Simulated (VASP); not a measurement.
The system is SiAgRu3.

```
CELL_PARAMETERS angstrom
4.11188 0.00000 0.00000
0.00000 4.11188 0.00000
0.00000 0.00000 4.11188
ATOMIC_POSITIONS crystal
Si 0.50000 0.50000 0.50000
Ag 0.00000 0.00000 0.00000
Ru 0.00000 0.50000 0.50000
Ru 0.50000 0.00000 0.50000
Ru 0.50000 0.50000 0.00000
```

| Quantity | Value |
| --- | --- |
| Program | VASP 6.6.1 |
| Task | relaxation of cell and atoms |
| Functional | PBE |
| Potentials or basis | VASP PAW PBE potentials, release 64 (Si, Ag, Ru_pv) |
| Cutoff | 600 eV |
| k mesh | 4 × 4 × 4 |
| Occupations | gaussian, width 0.1 eV |
| Spin | no spin polarisation |

At the start: pressure 46.5 GPa; volume 13.90 Å³/atom.

Problem. How do energy, volume and symmetry change on relaxing?

Solution. Over 5 steps the energy falls by 377.9 meV/atom and the volume is 17.05 Å³/atom (+22.6 %); space group Pm-3m (No. 221, to 0.05 Å).

Step by step:
| step | energy change (eV) | largest force (eV/Å) | pressure (GPa) | volume (Å³) |
| --- | --- | --- | --- | --- |
| 1 | 0.0000 | 0.0000 | 46.46 | 69.52 |
| 2 | 2.2337 | 0.0000 | -20.18 | 118.49 |
| 3 | -1.8516 | 0.0000 | 2.50 | 83.81 |
| 4 | -1.8829 | 0.0000 | -1.83 | 86.31 |
| 5 | -1.8894 | 0.0000 | -0.08 | 85.23 |

Final structure:
```
Si Ag Ru
1.0
     4.40084    0.00000    0.00000
     0.00000    4.40084    0.00000
     0.00000    0.00000    4.40084
Si Ag Ru
1 1 3
Cartesian
  2.2004 2.2004 2.2004
  0.0000 0.0000 0.0000
  0.0000 2.2004 2.2004
  2.2004 0.0000 2.2004
  2.2004 2.2004 0.0000
```

Caveat: the k points lie up to 0.36 Å⁻¹ apart in the final cell; the volume moved by over 15 % at a fixed basis, so the end points are rough.
